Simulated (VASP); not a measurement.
A run of VASP 6.6.1:

INCAR

```
PREC = Accurate
ENCUT = 520
EDIFF = 1E-6
ISMEAR = 0
SIGMA = 0.05
LREAL = F
LASPH = T
NELM = 100
ALGO = Normal
ISIF = 2
LWAVE = F
LCHARG = F
GGA = PS
NBANDS = 11
```

The input KPOINTS:

```
Automatic mesh
0
Gamma
  10 10 10
```

POSCAR

```
AlN
1.0
    0.0000000000      2.0222720330      2.0222720330
    2.0222720330      0.0000000000      2.0222720330
    2.0222720330      2.0222720330      0.0000000000
Al N
1 1
Direct
    0.5000000000      0.5000000000      0.5000000000
    0.0000000000      0.0000000000      0.0000000000
```

Potentials or basis: VASP PAW PBE potentials, release 64 (Al, N).

Launch:

```sh
$ cat potpaw_PBE.64/Al/POTCAR potpaw_PBE.64/N/POTCAR > POTCAR
$ mpirun -np 1 vasp_std > vasp.out
```

Hardware: 1 thread of AMD EPYC 7R43 64-Core Processor (Zen 3), with other jobs on the host.

Problem. How long does it take, and how much memory?

Solution. Run time: 8.7 s on 1 thread of AMD EPYC 7R43 64-Core Processor (Zen 3), on a shared host, peak memory 0.1 GiB. Counts: scf iterations 12, k points 47.
